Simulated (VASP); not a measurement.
Runs of VASP 6.6.1 on C. The structure is that of space group Cmce (No. 64), or close to it. The cells are those of the table. 

```tsv
task	cell	k mesh	cutoff (eV)	smearing	gap on the mesh (eV)	pressure (GPa)	largest force (eV/Å)
relaxation of cell and atoms	relaxed from a = 3.269, b = 3.269, c = 4.305 Å, angles 90.0, 90.0, 97.4°, 8 atoms	6 × 6 × 4	600	gaussian 0.1 eV	2.76	0.3	0.03
single point	a = 3.269, b = 3.269, c = 4.305 Å, angles 90.0, 90.0, 97.4°, 8 atoms	6 × 6 × 4	520	gaussian 0.1 eV	1.55	27.8	(a)
single point	a = 3.338, b = 3.338, c = 4.370 Å, angles 90.0, 90.0, 98.4°, 8 atoms	8 × 8 × 6	520	gaussian 0.02 eV	2.74	0.6	0.01
single point	a = 3.338, b = 3.338, c = 4.370 Å, angles 90.0, 90.0, 98.4°, 8 atoms	6 × 6 × 4	520	gaussian 0.1 eV	2.76	0.6	0.01
relaxation of cell and atoms	relaxed from a = 3.338, b = 3.338, c = 4.370 Å, angles 90.0, 90.0, 98.4°, 8 atoms	8 × 8 × 6	600	gaussian 0.02 eV	2.74	0.0	-
```

Alike in all rows: level PBE; potentials or basis VASP PAW PBE potentials, release 64 (C); no spin polarisation.

**Question.** Estimate the missing entries.

**Answer.** (a) 2.51.

Caveats: forces of over 1 eV/Å act on the atoms, so gaps and moduli don't describe the material at rest (some runs); the relaxation stopped at its first step, so nothing moved (some runs).

A k mesh can miss the band edges.
